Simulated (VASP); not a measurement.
Set up this calculation in VASP 6.6.1, as the native input.

| Quantity | Value |
| --- | --- |
| Task | single point |
| Functional | PBEsol |
| Potentials or basis | VASP PAW PBE potentials, release 64 (Al) |
| Cutoff | 520 eV |
| k mesh | 17 × 17 × 5 |
| Occupations | fermi-dirac, width 0.1 eV |
| Spin | no spin polarisation |
| Dipole correction | no |
| Further INCAR settings | ALGO = Normal; EDIFF = 1e-06; NBANDS = 14 |

The structure of Al lies in POSCAR:

```
Al
1.0
    2.8294712202      0.0000000000      0.0000000000
   -1.4147356101      2.4503939560      0.0000000000
    0.0000000000      0.0000000000      9.3713287236
Al
4
Direct
    1.0000000000      0.0000000000      1.0000000000
    1.0000000000      0.0000000000      0.5000000000
    0.3333333333      0.6666666667      0.2500000000
    0.6666666667      0.3333333333      0.7500000000
```

This isn't the form of Al at room conditions, which is fcc.

These files were run (other wordings do the same):

INCAR

```
PREC     = Accurate       # precision mode
ENCUT    = 520            # plane-wave cutoff, eV
EDIFF    = 1E-6           # SCF threshold, eV
ISMEAR   = -1             # smearing method
SIGMA    = 0.1            # smearing width, eV
LREAL    = F              # projectors in reciprocal space
LASPH    = T              # aspherical terms in the spheres
NELM     = 100            # most SCF steps
ALGO     = Normal         # electronic algorithm
ISIF     = 2              # what is computed and relaxed
LWAVE    = F              # write WAVECAR
LCHARG   = T              # write CHGCAR
GGA      = PS             # functional
LELF     = T              # ELF
LVHAR    = T            
NBANDS   = 14             # bands
```

KPOINTS

```
regular mesh
0
Gamma
  17 17 5
```

Potentials or basis: VASP PAW PBE potentials, release 64 (Al).

Launch:

```bash
$ cat potpaw_PBE.64/Al/POTCAR > POTCAR
$ mpirun -np 1 vasp_std > vasp.out
```

Results of the run:

```json
{
  "Pressure": "0.1 GPa",
  "Band gap on the k mesh": "zero (bands 6 and 7 overlap by 5.50 eV)"
}
```

Caveat: the PAW data sets were made with another functional, which shifts forces and pressure a little.

It took 100 s on 1 thread of Intel Xeon 8259CL, on a shared host, peak memory 0.22 GiB.
